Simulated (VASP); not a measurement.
# TaTe (Fm-3m) in VASP: a series of runs

Runs on TaTe. Level: PBE. Tasks: single point, relaxation of cell and atoms.

Everything below comes from runs of VASP 6.6.1. Logs are shortened: lines on timing, memory, paths and dates and some standing lists are left out, and cuts for length are marked.

### Step 1. The cell of the first run

The structure is cubic, space group Fm-3m (No. 225). The conventional cell has a = 5.700 Å, b = 5.700 Å, c = 5.700 Å, α = 90.00°, β = 90.00°, γ = 90.00°. Within 3.8 Å of Ta (site symmetry m-3m) lie 6 Te at 2.85 Å. Te (site symmetry m-3m) has 6 Ta at 2.85 Å within 3.8 Å.

### Step 2. Single point, PBE

The input, INCAR:

```
SYSTEM = TaTe
ALGO = Normal
EDIFF = 1E-6
ENCUT = 520
GGA = PE
ISIF = 2
ISMEAR = 0
LASPH = .TRUE.
LCHARG = .TRUE.
LELF = .TRUE.
LREAL = .FALSE.
LVHAR = .TRUE.
LWAVE = .FALSE.
NBANDS = 16
NELM = 60
PREC = Accurate
SIGMA = 0.1
```

The input, KPOINTS:

```
k-points
0
G
  16 16 16
  0 0 0
```

The input, POSCAR:

```
TaTe
1.0
    0.0000000000      2.8498033262      2.8498033262
    2.8498033262      0.0000000000      2.8498033262
    2.8498033262      2.8498033262      0.0000000000
Ta Te
1 1
Direct
    0.0000000000      0.0000000000      0.0000000000
    0.5000000000      0.5000000000      0.5000000000
```

Potentials or basis: VASP PAW PBE potentials, release 64 (Ta_pv, Te).

Run with:

```console
> cat potpaw_PBE.64/Ta_pv/POTCAR potpaw_PBE.64/Te/POTCAR > POTCAR
> mpirun -np 1 vasp_std > vasp.out
```

OUTCAR:

```text
SYSTEM = TaTe
   EDIFF = 1E-6
   ENCUT = 520
   GGA = PE
   ISIF = 2
   ISMEAR = 0
   LASPH = .TRUE.
   LREAL = .FALSE.
   NELM = 60
   PREC = Accurate

 ion  position               nearest neighbor table
   1  0.000  0.000  0.000-   2 2.85   2 2.85   2 2.85   2 2.85   2 2.85   2 2.85
   2  0.500  0.500  0.500-   1 2.85   1 2.85   1 2.85   1 2.85   1 2.85   1 2.85

  LATTYP: Found a face centered cubic cell.
 ALAT       =     5.6996066524

  Lattice vectors:

 A1 = (   0.0000000000,   2.8498033262,   2.8498033262)
 A2 = (   2.8498033262,   0.0000000000,   2.8498033262)
 A3 = (   2.8498033262,   2.8498033262,   0.0000000000)

Analysis of symmetry for initial positions (statically):
=====================================================================
 Subroutine PRICEL returns:
 Original cell was already a primitive cell.

 Routine SETGRP: Setting up the symmetry group for a
 face centered cubic supercell.

 Subroutine GETGRP returns: Found 48 space group operations
 (whereof 48 operations were pure point group operations)
 out of a pool of 48 trial point group operations.

The static configuration has the point symmetry O_h .

Analysis of symmetry for dynamics (positions and initial velocities):
=====================================================================
 Subroutine PRICEL returns:
 Original cell was already a primitive cell.

 Routine SETGRP: Setting up the symmetry group for a
 face centered cubic supercell.

 Subroutine GETGRP returns: Found 48 space group operations
 (whereof 48 operations were pure point group operations)
 out of a pool of 48 trial point group operations.

The dynamic configuration has the point symmetry O_h .

 Subroutine INISYM returns: Found 48 space group operations
 (whereof 48 operations are pure point group operations),
 and found     1 'primitive' translations

----------------------------------------------------------------------------------------

                                     Primitive cell

  volume of cell :      46.2887

  direct lattice vectors                    reciprocal lattice vectors
     0.000000000  2.849803326  2.849803326    -0.175450704  0.175450704  0.175450704
     2.849803326  0.000000000  2.849803326     0.175450704 -0.175450704  0.175450704
     2.849803326  2.849803326  0.000000000     0.175450704  0.175450704 -0.175450704

  length of vectors
     4.030230514  4.030230514  4.030230514     0.303889534  0.303889534  0.303889534

  position of ions in fractional coordinates (direct lattice)
[... 75 lines left out ...]
   LSORBIT =      F    spin-orbit coupling
   LASPH  =      T    aspherical Exc in radial PAW
   ENCUT  =  520.0 eV  38.22 Ry    6.18 a.u.   7.49  7.49  7.49*2*pi/ulx,y,z
   NELM   =     60;   NELMIN=  2; NELMDL= -5     # of ELM steps
   EDIFF  = 0.1E-05   stopping-criterion for ELM
   LREAL  =      F    real-space projection
   EDIFFG = 0.1E-04   stopping-criterion for IOM
   NSW    =      0    number of steps for IOM
   IBRION =     -1    ionic relax: 0-MD 1-quasi-New 2-CG
   NFREE  =      0    steps in history (QN), initial steepest desc. (CG)
   ISIF   =      2    stress and relaxation
   ISYM   =      2    0-nonsym 1-usesym 2-fastsym
   POTIM  = 0.5000    time-step for ionic-motion
   TEBEG  =    0.0;   TEEND  =   0.0 temperature during run
   PSTRESS=    0.0 pullay stress
   NELECT =      17.0000    total number of electrons
   NUPDOWN=      -1.0000    fix difference up-down
   EMIN   =  10.00;   EMAX   =-10.00  energy-range for DOS
   EFERMI =   0.00;   METHOD = LEGACY
   ISMEAR =     0;   SIGMA  =   0.10  broadening in eV -4-tet -1-fermi 0-gaus
   EFERMI_NEDOS =   21; number of points for ismear=-14 and -15
   IALGO  =     38    algorithm
   IMIX   =      4    mixing-type and parameters
     AMIX     =   0.40;   BMIX     =  1.00
     AMIX_MAG =   1.60;   BMIX_MAG =  1.00
  volume/ion in A,a.u.               =      23.14       156.19
  Fermi-wavevector in a.u.,A,eV,Ry     =   1.172374  2.215466 18.700681  1.374461
  Thomas-Fermi vector in A             =   2.308804
   LORBIT       =      0    0 simple, 1 ext, 2 COOP (PROOUT), +10 PAW based schemes
   GGA     = PE    functional components
   LHFCALC =     F    Hartree Fock is set to
   AEXX    =    0.0000 exact exchange contribution
   IVDW    =     0    specifies the selected vdW correction
   LEPSILON=     F    determine dielectric tensor
   LRPA    =     F    only Hartree local field effects (RPA)
 non-spin polarized calculation
 Gauss-broadening in eV      SIGMA  =   0.10
  energy-cutoff  :      520.00
  volume of cell :       46.29
 maximum number of plane-waves:      1283
 NGX is ok and might be reduce to    30
   NGX = 15   NGY = 15   NGZ = 15

 number of electron      17.0000001 magnetization

 Free energy of the ion-electron system (eV)
  ---------------------------------------------------
  ext. energy  EPLUGINS =         0.00000000
  ---------------------------------------------------
  free energy    TOTEN  =       -13.35750839 eV

  energy without entropy =      -13.34187767  energy(sigma->0) =      -13.34969303

 E-fermi :   8.2779     XC(G=0): -11.0675

 val. band max:        8.2775060320   @ k =  -0.3125   0.2500   0.0000
 cond. band min:       8.2791199280   @ k =  -0.4375   0.3750   0.1875
 fundamental gap:      0.0016138961
 Fermi energy:         8.2778644389

 k-point     1 :       0.0000    0.0000    0.0000
  band No.  band energies     occupation
      1     -27.1535      2.00000
      2     -27.1535      2.00000
      3     -27.1535      2.00000
      4      -5.9944      2.00000
      5       6.5166      2.00000
      6       6.5166      2.00000
[... 433 lines left out ...]
      3     -27.1532      2.00000
      4      -5.8656      2.00000
      5       5.2054      2.00000
      6       5.5458      2.00000
[... 8 lines left out ...]
     15      17.0844      0.00000
     16      17.7727      0.00000

 [... further k-points ...]
[... 5 lines left out ...]
  --------------------------------------------------------------------------------------
  -------------------------------------------------------------------------------------
  Total        0.0101911      0.0101911      0.0101911     -0.0000000     -0.0000000      0.0000000
  in kB        0.3527430      0.3527430      0.3527430     -0.0000000     -0.0000000      0.0000000
  external PRESSURE =       0.3527430 kB  Pullay stress =       0.0000000 kB

 VOLUME and BASIS-vectors are now :
 -----------------------------------------------------------------------------
  energy-cutoff  :      520.00
  volume of cell :       46.29
      direct lattice vectors                 reciprocal lattice vectors
     0.000000000  2.849803326  2.849803326    -0.175450704  0.175450704  0.175450704
     2.849803326  0.000000000  2.849803326     0.175450704 -0.175450704  0.175450704
     2.849803326  2.849803326  0.000000000     0.175450704  0.175450704 -0.175450704

 POSITION                                       TOTAL-FORCE (eV/Angst)
 -----------------------------------------------------------------------------------
      0.00000      0.00000      0.00000         0.000000     -0.000000      0.000000
      2.84980      2.84980      2.84980         0.000000      0.000000     -0.000000
 -----------------------------------------------------------------------------------
    total drift:                               -0.000000      0.000000      0.000000

  FREE ENERGIE OF THE ION-ELECTRON SYSTEM (eV)
  ---------------------------------------------------
  free  energy   TOTEN  =       -13.3575083903 eV

  energy  without entropy=      -13.3418776656  energy(sigma->0) =      -13.34969303
```

stdout:

```text
POSCAR found type information on POSCAR TaTe
 POSCAR found :  2 types and       2 ions
 scaLAPACK will be used
 LDA part: xc-table for (Slater+PW92), standard interpolation
 POSCAR, INCAR and KPOINTS ok, starting setup
 FFT: planning ... GRIDC
 FFT: planning ... GRID_SOFT
 FFT: planning ... GRID
 WAVECAR not read
 entering main loop
```

It took 94 s on 1 thread of AMD EPYC 7R13 (Zen 3), shared host; peak memory 0.23 GiB.

Results:

| Item | Value |
| --- | --- |
| Free energy | -13.3575 eV |
| Pressure | 0.0 GPa |
| Band gap on the k mesh | zero (an odd number of electrons rules out a gap without spin polarisation) |

Caveat: spin-orbit coupling is left out, which moves the levels of the heavy elements.

### Step 3. Relaxation of cell and atoms, PBE

This run uses another cell than the first one, of 23.04 Å³/atom.

The input, INCAR:

```
SYSTEM = TaTe
  PREC = Accurate
  ENCUT = 600
  EDIFF = 1E-6
  ISMEAR = 0
  SIGMA = 0.1
  LREAL = .False.
  LASPH = .True.
  NELM = 80
  ALGO = Normal
  ISIF = 3
  LWAVE = .False.
  LCHARG = .False.
  GGA = PE
  IBRION = 2
  NSW = 100
  EDIFFG = -0.01
```

The input, KPOINTS:

```
Automatic mesh
0
Gamma
  16 16 16
  0 0 0
```

The input, POSCAR:

```
TaTe
1.0
    0.0000000000      2.8453647116      2.8453647116
    2.8453647116      0.0000000000      2.8453647116
    2.8453647116      2.8453647116      0.0000000000
Ta Te
1 1
Direct
    0.0000000000      0.0000000000      0.0000000000
    0.5000000000      0.5000000000      0.5000000000
```

Potentials or basis: VASP PAW PBE potentials, release 64 (Ta_pv, Te).

Run with:

```console
> cat potpaw_PBE.64/Ta_pv/POTCAR potpaw_PBE.64/Te/POTCAR > POTCAR
> mpirun -np 1 vasp_std > vasp.out
```

Wall time 2.7 min (1 thread of AMD EPYC 7R13 (Zen 3), shared host); peak memory 0.25 GiB.

It converged, with:

- Free energy: -13.3577 eV
- Relaxed volume: 23.15 Å³/atom
- Relaxed cell: a = 4.031 Å, b = 4.031 Å, c = 4.031 Å, α = 60.00°, β = 60.00°, γ = 60.00°
- Space group after relaxing (to 0.1 Å): Fm-3m (No. 225)
- Energy gained by relaxing: 0.2 meV/atom
- Ionic steps: 3
- Pressure after relaxing: 0.0 GPa

The path:
| step | energy change (eV) | largest force (eV/Å) | pressure (GPa) | volume (Å³) |
| --- | --- | --- | --- | --- |
| 1 | 0.0000 | 0.0000 | 0.56 | 46.07 |
| 2 | 0.0003 | 0.0000 | -0.69 | 46.62 |
| 3 | -0.0004 | 0.0000 | 0.01 | 46.31 |

Final structure:
```xyz
2
Lattice="0.0000 2.8502 2.8502 2.8502 0.0000 2.8502 2.8502 2.8502 0.0000" Properties=species:S:1:pos:R:3 pbc="T T T"
Ta    0.0000    0.0000    0.0000
Te    2.8502    2.8502    2.8502
```

Levels at points of the mesh, in eV from the Fermi level:
```csv
k point,band 4,band 5,band 6,band 7,band 8,band 9,band 10,band 11,band 12
"(0.00, 0.00, 0.00)",-14.27,-1.76,-1.76,-1.76,-1.44,-1.44,-1.44,-0.98,-0.98
"(0.50, 0.00, 0.00)",-12.47,-7.75,-4.79,-4.79,0.38,0.38,0.50,1.92,4.56
"(0.50, 0.50, 0.00)",-12.76,-6.01,-3.54,-3.54,-2.99,-0.44,-0.13,1.10,1.10
```

Caveat: the highest band is partly filled, so the run has too few bands; spin-orbit coupling is left out, which moves the levels of the heavy elements.
